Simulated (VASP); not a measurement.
# CsH (Fm-3m) in VASP: a series of runs, part 2 of 2

VASP 6.6.1.

## Step 4: Single point, r2SCAN

This run uses another cell than the first one, of 32.44 Å³/atom, 1.143 times its volume.

Contents of POSCAR:

```
CsH
1.0
    0.0000000000      3.1892703944      3.1892703944
    3.1892703944      0.0000000000      3.1892703944
    3.1892703944      3.1892703944      0.0000000000
Cs H
1 1
Direct
    0.0000000000      0.0000000000      0.0000000000
    0.5000000000      0.5000000000      0.5000000000
```

Contents of INCAR.step1:

```
  PREC = Accurate
  ENCUT = 520
  ISMEAR = -1
  SIGMA = 0.02
  LREAL = F
  LASPH = T
  NELM = 80
  NBANDS = 12
  GGA = PE
  ALGO = Normal
  EDIFF = 1E-4
  LWAVE = T
  LCHARG = F
```

Contents of INCAR.step2:

```
  PREC = Accurate
  ENCUT = 520
  EDIFF = 1E-6
  ISMEAR = -1
  SIGMA = 0.02
  LREAL = F
  LASPH = T
  NELM = 80
  ALGO = Normal
  ISIF = 2
  LWAVE = F
  LCHARG = T
  METAGGA = R2SCAN
  LMIXTAU = T
  LELF = T
  LVHAR = T
  NBANDS = 12
  ISTART = 1
```

Contents of KPOINTS:

```
regular mesh
0
Gamma
  6 6 6
```

Potentials or basis: VASP PAW PBE potentials, release 64 (Cs_sv, H).

Started as:

```console
$ cat potpaw_PBE.64/Cs_sv/POTCAR potpaw_PBE.64/H/POTCAR > POTCAR
$ cp INCAR.step1 INCAR
$ mpirun -np 1 vasp_std > vasp.out
$ cp INCAR.step2 INCAR
$ mpirun -np 1 vasp_std > vasp.out
```

OUTCAR:

```text
PREC = Accurate
   ENCUT = 520
   EDIFF = 1E-6
   ISMEAR = -1
   LREAL = F
   LASPH = T
   NELM = 80
   ISIF = 2
   METAGGA = R2SCAN
   ISTART = 1

 ion  position               nearest neighbor table
   1  0.000  0.000  0.000-
   2  0.500  0.500  0.500-

  LATTYP: Found a face centered cubic cell.
 ALAT       =     6.3785407888

  Lattice vectors:

 A1 = (   0.0000000000,   3.1892703944,   3.1892703944)
 A2 = (   3.1892703944,   0.0000000000,   3.1892703944)
 A3 = (   3.1892703944,   3.1892703944,   0.0000000000)

Analysis of symmetry for initial positions (statically):
=====================================================================
 Subroutine PRICEL returns:
 Original cell was already a primitive cell.

 Routine SETGRP: Setting up the symmetry group for a
 face centered cubic supercell.

 Subroutine GETGRP returns: Found 48 space group operations
 (whereof 48 operations were pure point group operations)
 out of a pool of 48 trial point group operations.

The static configuration has the point symmetry O_h .

Analysis of symmetry for dynamics (positions and initial velocities):
=====================================================================
 Subroutine PRICEL returns:
 Original cell was already a primitive cell.

 Routine SETGRP: Setting up the symmetry group for a
 face centered cubic supercell.

 Subroutine GETGRP returns: Found 48 space group operations
 (whereof 48 operations were pure point group operations)
 out of a pool of 48 trial point group operations.

The dynamic configuration has the point symmetry O_h .

 Subroutine INISYM returns: Found 48 space group operations
 (whereof 48 operations are pure point group operations),
 and found     1 'primitive' translations

----------------------------------------------------------------------------------------

                                     Primitive cell

  volume of cell :      64.8790

  direct lattice vectors                    reciprocal lattice vectors
     0.000000000  3.189270394  3.189270394    -0.156775669  0.156775669  0.156775669
     3.189270394  0.000000000  3.189270394     0.156775669 -0.156775669  0.156775669
     3.189270394  3.189270394  0.000000000     0.156775669  0.156775669 -0.156775669

  length of vectors
     4.510309446  4.510309446  4.510309446     0.271543424  0.271543424  0.271543424

  position of ions in fractional coordinates (direct lattice)
     0.000000000  0.000000000  0.000000000
     0.500000000  0.500000000  0.500000000

  ion indices of the primitive-cell ions
   primitive index   ion index
                 1           1
                 2           2

----------------------------------------------------------------------------------------

 KPOINTS: regular mesh

Automatic generation of k-mesh.
 Grid dimensions read from file:
 generate k-points for:    6    6    6

 Generating k-lattice:

  Cartesian coordinates                     Fractional coordinates (reciprocal lattice)
    -0.026129278  0.026129278  0.026129278     0.166666667  0.000000000  0.000000000
     0.026129278 -0.026129278  0.026129278     0.000000000  0.166666667  0.000000000
     0.026129278  0.026129278 -0.026129278     0.000000000  0.000000000  0.166666667

  Length of vectors
     0.045257237  0.045257237  0.045257237

  Shift w.r.t. Gamma in fractional coordinates (k-lattice)
     0.000000000  0.000000000  0.000000000

 Subroutine IBZKPT returns following result:
 ===========================================

 Found     16 irreducible k-points:

 Following reciprocal coordinates:
            Coordinates               Weight
  0.000000  0.000000  0.000000      1.000000
  0.166667  0.000000  0.000000      8.000000
  0.333333  0.000000  0.000000      8.000000
  0.500000  0.000000  0.000000      4.000000
  0.166667  0.166667  0.000000      6.000000
  0.333333  0.166667  0.000000     24.000000
[... 8 lines left out ...]
 -0.333333  0.333333  0.166667     24.000000
 -0.333333  0.500000  0.166667     12.000000
   k-points           NKPTS =     16   k-points in BZ     NKDIM =     16   number of bands    NBANDS=     12
   number of dos      NEDOS =    301   number of ions     NIONS =      2
   total plane-waves  NPLWV =  46656
   dimension x,y,z NGX =    36 NGY =   36 NGZ =   36
   dimension x,y,z NGXF=    72 NGYF=   72 NGZF=   72
   ions per type =               1   1
   NGX,Y,Z   is equivalent  to a cutoff of  13.27, 13.27, 13.27 a.u.
   NGXF,Y,Z  is equivalent  to a cutoff of  26.54, 26.54, 26.54 a.u.
 SYSTEM =  unknown system
   PREC   = accura    normal or accurate (medium, high low for compatibility)
   ISTART =      1    job   : 0-new  1-cont  2-samecut
   ICHARG =      0    charge: 1-file 2-atom 10-const
   ISPIN  =      1    spin polarized calculation?
   LNONCOLLINEAR =      F non collinear calculations
   LSORBIT =      F    spin-orbit coupling
   LASPH  =      T    aspherical Exc in radial PAW
   ENCUT  =  520.0 eV  38.22 Ry    6.18 a.u.   8.39  8.39  8.39*2*pi/ulx,y,z
   NELM   =     80;   NELMIN=  2; NELMDL=  0     # of ELM steps
   EDIFF  = 0.1E-05   stopping-criterion for ELM
   LREAL  =      F    real-space projection
   EDIFFG = 0.1E-04   stopping-criterion for IOM
   NSW    =      0    number of steps for IOM
   IBRION =     -1    ionic relax: 0-MD 1-quasi-New 2-CG
   NFREE  =      0    steps in history (QN), initial steepest desc. (CG)
   ISIF   =      2    stress and relaxation
   ISYM   =      2    0-nonsym 1-usesym 2-fastsym
   POTIM  = 0.5000    time-step for ionic-motion
   TEBEG  =    0.0;   TEEND  =   0.0 temperature during run
   PSTRESS=    0.0 pullay stress
   NELECT =      10.0000    total number of electrons
   NUPDOWN=      -1.0000    fix difference up-down
   EMIN   =  10.00;   EMAX   =-10.00  energy-range for DOS
   EFERMI =   0.00;   METHOD = LEGACY
   ISMEAR =    -1;   SIGMA  =   0.02  broadening in eV -4-tet -1-fermi 0-gaus
   EFERMI_NEDOS =   21; number of points for ismear=-14 and -15
   IALGO  =     38    algorithm
   IMIX   =      4    mixing-type and parameters
     AMIX     =   0.40;   BMIX     =  1.00
     AMIX_MAG =   1.60;   BMIX_MAG =  1.00
  volume/ion in A,a.u.               =      32.44       218.91
  Fermi-wavevector in a.u.,A,eV,Ry     =   0.877755  1.658717 10.482670  0.770454
  Thomas-Fermi vector in A             =   1.997748
   LORBIT       =      0    0 simple, 1 ext, 2 COOP (PROOUT), +10 PAW based schemes
   METAGGA = R2SCAN    functional components
   LHFCALC =     F    Hartree Fock is set to
   AEXX    =    0.0000 exact exchange contribution
   IVDW    =     0    specifies the selected vdW correction
   LEPSILON=     F    determine dielectric tensor
   LRPA    =     F    only Hartree local field effects (RPA)
 non-spin polarized calculation
  energy-cutoff  :      520.00
  volume of cell :       64.88
 maximum number of plane-waves:      1807
 NGX is ok and might be reduce to    36
   NGX = 17   NGY = 17   NGZ = 17

 number of electron       9.9999999 magnetization

 Free energy of the ion-electron system (eV)
  ---------------------------------------------------
  ext. energy  EPLUGINS =         0.00000000
  ---------------------------------------------------
  free energy    TOTEN  =       -28.98879170 eV

  energy without entropy =      -28.98879170  energy(sigma->0) =      -28.98879170

 E-fermi :   0.3345     XC(G=0):  -7.5527

 val. band max:       -0.1183221046   @ k =   0.5000   0.0000   0.0000
 cond. band min:       2.5459758923   @ k =   0.5000   0.0000   0.0000
 fundamental gap:      2.6642979969
 Fermi energy:         0.3345482853

 k-point     1 :       0.0000    0.0000    0.0000
  band No.  band energies     occupation
      1     -22.1911      2.00000
      2      -8.2776      2.00000
      3      -8.2776      2.00000
      4      -8.2776      2.00000
      5      -1.7657      2.00000
      6       5.5712      0.00000
      7       5.5712      0.00000
      8       5.5712      0.00000
      9       6.2125      0.00000
     10       7.4782      0.00000
     11       7.4782      0.00000
     12       9.1148      0.00000
[... 211 lines left out ...]
 k-point    16 :      -0.3333    0.5000    0.1667
  band No.  band energies     occupation
      1     -22.0845      2.00000
      2      -8.8800      2.00000
      3      -8.6619      2.00000
      4      -8.5800      2.00000
      5      -0.9570      2.00000
      6       3.8877      0.00000
      7       5.0997      0.00000
      8       6.1159      0.00000
      9       8.7806      0.00000
     10       9.2089      0.00000
     11       9.2558      0.00000
     12       9.5754      0.00000

------------------------ aborting loop because EDIFF is reached ----------------------------------------

  FORCE on cell =-STRESS in cart. coord.  units (eV):
  Direction    XX          YY          ZZ          XY          YZ          ZX
  --------------------------------------------------------------------------------------
  -------------------------------------------------------------------------------------
  Total        0.0137767      0.0137767      0.0137767      0.0000000      0.0000000     -0.0000000
  in kB        0.3402141      0.3402141      0.3402141      0.0000000      0.0000000     -0.0000000
  external PRESSURE =       0.3402141 kB  Pullay stress =       0.0000000 kB

 VOLUME and BASIS-vectors are now :
 -----------------------------------------------------------------------------
  energy-cutoff  :      520.00
  volume of cell :       64.88
      direct lattice vectors                 reciprocal lattice vectors
     0.000000000  3.189270394  3.189270394    -0.156775669  0.156775669  0.156775669
     3.189270394  0.000000000  3.189270394     0.156775669 -0.156775669  0.156775669
     3.189270394  3.189270394  0.000000000     0.156775669  0.156775669 -0.156775669

 POSITION                                       TOTAL-FORCE (eV/Angst)
 -----------------------------------------------------------------------------------
      0.00000      0.00000      0.00000         0.000000      0.000000     -0.000000
      3.18927      3.18927      3.18927         0.000000     -0.000000      0.000000
 -----------------------------------------------------------------------------------
    total drift:                               -0.000000      0.000000      0.000000

  FREE ENERGIE OF THE ION-ELECTRON SYSTEM (eV)
  ---------------------------------------------------
  free  energy   TOTEN  =       -28.9887916956 eV

  energy  without entropy=      -28.9887916956  energy(sigma->0) =      -28.98879170
```

It took 58 s on 1 thread of AMD EPYC 7R13 (Zen 3), shared host; peak memory 0.18 GiB.

Results:

```
Free energy            : -28.9888 eV
Pressure               : 0.0 GPa
Band gap on the k mesh : 2.66 eV, direct
```

Caveat: the PAW data sets were made with another functional, which shifts forces and pressure a little; spin-orbit coupling is left out, which moves the levels of the heavy elements. r2SCAN opens gaps a little over a GGA but as a rule still falls short of measured ones.

## Step 5: The runs side by side

| level | potentials or basis | cell | gap on the mesh (eV) | pressure (GPa) |
| --- | --- | --- | --- | --- |
| LDA | VASP PAW LDA potentials, release 64 (Cs_sv, H) | a = 4.313 Å, angles 60.0°, 2 atoms | 1.73 | 0.0 |
| PBEsol | VASP PAW PBE potentials, release 64 (Cs_sv, H) | a = 4.423 Å, angles 60.0°, 2 atoms | 2.04 | 0.0 |
| r2SCAN | VASP PAW PBE potentials, release 64 (Cs_sv, H) | a = 4.510 Å, angles 60.0°, 2 atoms | 2.66 | 0.0 |

Alike in all rows: task single point; no spin polarisation; k mesh 6 × 6 × 6; cutoff (eV) 520; smearing fermi-dirac 0.02 eV.

Caveats: spin-orbit coupling is left out, which moves the levels of the heavy elements; the PAW data sets were made with another functional, which shifts forces and pressure a little (some runs).

Absolute energies hang on the potentials; compare differences alone.
